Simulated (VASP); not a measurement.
Input of a VASP 6.6.1 run:

INCAR

```
PREC = Accurate ; ENCUT = 520
EDIFF = 1E-6 ; ISMEAR = -1
SIGMA = 0.1 ; LREAL = F
LASPH = T ; NELM = 80
ALGO = Normal ; ISIF = 2
LWAVE = F ; LCHARG = F
GGA = PS ; NBANDS = 19
```

The input KPOINTS:

```
regular mesh
0
Gamma
  18 18 10
```

Contents of POSCAR:

```
Cd
1.0
    2.4451461020      0.0000000000      0.0000000000
   -1.2225730510      2.1175586403      0.0000000000
    0.0000000000      0.0000000000      3.9339783707
Cd
2
Direct
    0.3333333333      0.6666666667      0.2500000000
    0.6666666667      0.3333333333      0.7500000000
```

Potentials or basis: VASP PAW PBE potentials, release 64 (Cd).

Run with:

```console
$ cat potpaw_PBE.64/Cd/POTCAR > POTCAR
$ mpirun -np 1 vasp_std > vasp.out
```

Predict the pressure.

325.4 GPa.

Predict the band gap on the k mesh.

zero (bands 12 and 13 overlap by 3.33 eV).

Stress tensor (GPa, compression positive):
```
324.89   0.00   0.00
  0.00 324.89   0.00
  0.00   0.00 326.32
```

Caveat: the cell stands under pressure; the PAW data sets were made with another functional, which shifts forces and pressure a little.
